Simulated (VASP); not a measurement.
Input of a VASP 6.6.1 run:

Contents of INCAR:

```
SYSTEM = BeTe
PREC = Accurate
ENCUT = 520
EDIFF = 1E-7
ISMEAR = 0
SIGMA = 0.02
LREAL = .False.
LASPH = .True.
NELM = 100
ALGO = Normal
ISIF = 2
LWAVE = .False.
LCHARG = .True.
GGA = PE
LELF = .True.
LVHAR = .True.
NBANDS = 11
```

The input KPOINTS:

```
regular mesh
0
Gamma
  8 8 8
  0 0 0
```

File POSCAR:

```
BeTe
1.0
    0.0000000000      2.9232876062      2.9232876062
    2.9232876062      0.0000000000      2.9232876062
    2.9232876062      2.9232876062      0.0000000000
Be Te
1 1
Direct
    0.0000000000      0.0000000000      0.0000000000
    0.2500000000      0.2500000000      0.2500000000
```

Potentials or basis: VASP PAW PBE potentials, release 64 (Be, Te).

The run is started by

```sh
$ cat potpaw_PBE.64/Be/POTCAR potpaw_PBE.64/Te/POTCAR > POTCAR
$ mpirun -np 1 vasp_std > vasp.out
```

**Question.** Predict the pressure.

**Answer.** -4.4 GPa.

**Question.** Predict the band gap on the k mesh.

**Answer.** 2.22 eV, indirect (least direct gap 3.04 eV).

Caveat: spin-orbit coupling is left out, which moves the levels of the heavy elements. A k mesh can miss the band edges.
